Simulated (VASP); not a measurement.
Write the native input for VASP 6.6.1 that does the following.

```
Task                      : relaxation of the atoms
Functional                : PBE
Potentials or basis       : VASP PAW PBE potentials, release 64 (Ti_sv, S)
Cutoff                    : 450 eV
k mesh                    : 9 × 7 × 1
Occupations               : gaussian, width 0.1 eV
Spin                      : no spin polarisation
Dipole correction         : yes
Atoms held fixed (from 0) : [0, 1, 2, 3, 4]
Further INCAR settings    : ALGO = Normal; EDIFF = 1e-07; NELMDL = -8; IBRION = 2; EDIFFG = -0.025; NSW = 36
```

The structure of Ti4S lies in POSCAR:

```
Ti4S
1.0
    2.9075446931      0.0000000000      0.0000000000
    0.0000000000      4.1118891382      0.0000000000
    0.0000000000      0.0000000000     19.6535692527
Ti S
4 1
Selective dynamics
Direct
    0.5000000000      0.5000000000      0.2035253723  F F F
    0.0000000000      0.0000000000      0.2774952618  F F F
    0.5000000000      0.5000000000      0.3439484692  F F F
    0.0000000000      0.0000000000      0.4148645545  F F F
    0.5000000000      0.5000000000      0.4579746042  F F T
```

One way to write it, as run:

INCAR

```
SYSTEM = Ti4S
PREC     = Accurate       ! precision mode
ENCUT    = 450            ! plane-wave cutoff, eV
EDIFF    = 1E-7           ! SCF threshold, eV
ISMEAR   = 0              ! smearing method
SIGMA    = 0.1            ! smearing width, eV
LREAL    = .False.        ! projectors in reciprocal space
LASPH    = .True.         ! aspherical terms in the spheres
NELM     = 120            ! most SCF steps
ALGO     = Normal         ! electronic algorithm
ISIF     = 2              ! what is computed and relaxed
LWAVE    = .False.        ! write WAVECAR
LCHARG   = .False.        ! write CHGCAR
LDIPOL   = .True.       
IDIPOL   = 3            
DIPOL    = 0.5 0.5 0.340
GGA      = PE             ! functional
IBRION   = 2              ! ionic algorithm
NSW      = 36             ! ionic steps
EDIFFG   = -0.025         ! ionic threshold
GGA_COMPAT= .False.      
NELMIN   = 4            
NELMDL   = -8
```

KPOINTS

```
Automatic mesh
0
Gamma
  9 7 1
  0 0 0
```

Potentials or basis: VASP PAW PBE potentials, release 64 (Ti_sv, S).

Launch:

```bash
$ cat potpaw_PBE.64/Ti_sv/POTCAR potpaw_PBE.64/S/POTCAR > POTCAR
$ mpirun -np 1 vasp_std > vasp.out
```

It gave:

- Energy gained by relaxing: 14.0 meV/atom
- Ionic steps: 3
- Band gap on the k mesh: zero (bands 27 and 28 overlap by 0.09 eV)

Wall time 7.5 min on 1 thread of Intel(R) Xeon(R) Platinum 8488C (Sapphire Rapids) (shared host), peak memory 0.32 GiB.
